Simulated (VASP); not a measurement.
Wanted: the native input for a VASP 6.6.1 run.

- Task: single point
- Functional: PBE
- Potentials or basis: VASP PAW PBE potentials, release 64 (W_sv, C)
- Cutoff: 520 eV
- k mesh: 3 × 3 × 1
- Occupations: fermi-dirac, width 0.1 eV
- Spin: no spin polarisation
- Dipole correction: no
- Further INCAR settings: LREAL = Auto; ALGO = Normal; EDIFF = 1e-06; NBANDS = 128

The structure of W12C13 lies in POSCAR:

```
W12C13
1.0
    5.7990000000      0.0000000000      0.0000000000
   -2.8995000000      5.0220810000      0.0000000000
    0.0000000000      0.0000000000     20.0755000000
W C
12 13
Direct
    0.0000000000      0.0000000000      0.0498120097
   -0.0055321664     -0.0002124617      0.1926319145
   -0.0123195023     -0.0010690787      0.3418080247
    0.0000000498      0.5000000996      0.0498120097
   -0.0055864871      0.4991484606      0.1925843939
   -0.0118322086      0.4998758483      0.3413866155
    0.5000000000      0.0000000000      0.0498120097
    0.4961875537      0.0004340830      0.1925287041
    0.4879945275     -0.0004858544      0.3408577619
    0.5000000498      0.5000000996      0.0498120097
    0.4957326784      0.4997195386      0.1890240841
    0.4868615500      0.4990291873      0.3231725735
    0.3333333831      0.1666667662      0.1203009140
    0.3226015783      0.1611610804      0.2595229010
    0.3444365964      0.2178433602      0.4006975169
    0.3333333333      0.6666666667      0.1203009140
    0.3225799548      0.6688912425      0.2592382755
    0.3446670096      0.6401310532      0.4003459441
    0.8333333831      0.1666667662      0.1203009140
    0.8258093891      0.1666548190      0.2651966327
    0.8170695516      0.1668650904      0.3967276531
    0.8333333333      0.6666666667      0.1203009140
    0.8299264014      0.6686429391      0.2601360863
    0.7685788548      0.6418436899      0.4015459640
    1.4918202536      0.5017463876      0.4252369804
```

One way to write it, as run:

INCAR

```
  ALGO = Normal
  EDIFF = 1E-6
  ENCUT = 520
  GGA = PE
  ISIF = 2
  ISMEAR = -1
  LASPH = T
  LCHARG = F
  LREAL = Auto
  LWAVE = F
  NBANDS = 128
  NELM = 80
  PREC = Accurate
  SIGMA = 0.1
```

KPOINTS

```
k-points
0
Gamma
  3 3 1
```

Potentials or basis: VASP PAW PBE potentials, release 64 (W_sv, C).

Run with:

```console
$ cat potpaw_PBE.64/W_sv/POTCAR potpaw_PBE.64/C/POTCAR > POTCAR
$ mpirun -np 1 vasp_std > vasp.out
```

It gave:

```
Largest force          : 1.006 eV/Å
Band gap on the k mesh : zero (bands 110 and 111 overlap by 0.69 eV)
```

Caveat: the k points lie up to 0.42 Å⁻¹ apart, too coarse for converged energies and pressures of a metal; spin-orbit coupling is left out, which moves the levels of the heavy elements.

Run time: 15 min on 1 thread of Intel(R) Xeon(R) Platinum 8559C (Emerald Rapids) (shared host), peak memory 0.79 GiB.
